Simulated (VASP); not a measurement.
A run of VASP 6.6.1:

INCAR

```
SYSTEM = SnO
  PREC = Accurate
  ENCUT = 520
  EDIFF = 1E-6
  ISMEAR = 0
  SIGMA = 0.15
  LREAL = .FALSE.
  LASPH = .TRUE.
  NELM = 60
  ALGO = Normal
  ISIF = 2
  LWAVE = .FALSE.
  LCHARG = .TRUE.
  GGA = PS
  IVDW = 12
  LELF = .TRUE.
  LVHAR = .TRUE.
  NBANDS = 28
```

File KPOINTS:

```
Automatic mesh
0
G
  12 12 10
  0 0 0
```

POSCAR

```
SnO
1.0
    3.8020000000      0.0000000000      0.0000000000
    0.0000000000      3.8020000000      0.0000000000
    0.0000000000      0.0000000000      4.5942000000
Sn O
2 2
Direct
    0.0000000000      0.5000000000      0.2385000000
    0.5000000000      0.0000000000      0.7615000000
    0.0000000000      0.0000000000      0.0000000000
    0.5000000000      0.5000000000      0.0000000000
```

Potentials or basis: VASP PAW PBE potentials, release 64 (Sn_d, O).

Run with:

```bash
$ cat potpaw_PBE.64/Sn_d/POTCAR potpaw_PBE.64/O/POTCAR > POTCAR
$ mpirun -np 1 vasp_std > vasp.out
```

Hardware: 1 thread of Intel Xeon 8259CL (shared host).

Problem. How long does it take, and how much memory?

Solution. It took 7.2 min on 1 thread of Intel Xeon 8259CL, on a shared host, peak memory 0.37 GiB. Counts: scf iterations 14, k points 168.
